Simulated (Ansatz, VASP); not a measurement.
# One calculation of Ti, two programs

```
Ti
1.0
     3.13247    0.00000    0.00000
    -1.56624    2.71280    0.00000
     0.00000    0.00000    4.40735
Ti
2
Direct
  0.33333 0.66667 0.25000
  0.66667 0.33333 0.75000
```

Change from the starting cell: strain +0.080 along x and y, -0.040 along z, atoms carried along.

Alike in both runs: task single point; functional PBEsol; k mesh 24 × 24 × 14; occupations gaussian, width 0.15 eV; no spin polarisation.

|  | VASP | Ansatz |
| --- | --- | --- |
| version | VASP 6.6.1 | Ansatz 0.2.0 |
| potentials or method | VASP PAW PBE potentials, release 64 (Ti_sv), cutoff 520 eV | scalar-relativistic, plane waves, PAW |
| valence electrons in the cell | 24 | 24 |

Ansatz gave:

* gap on the k mesh at the Fermi level (eV): none
* pressure (GPa): -10.4
* traceless stress, the component that is largest in VASP (GPa): 6.12

Question: What did VASP give for the same quantities?

Answer: gap on the k mesh at the Fermi level (eV): none; pressure (GPa): -10.6; traceless stress, the component that is largest in VASP (GPa): 6.08.

VASP's potentials were made for PBE, not for PBEsol. A gap of «none» marks a metal or a gap that the smearing closes.
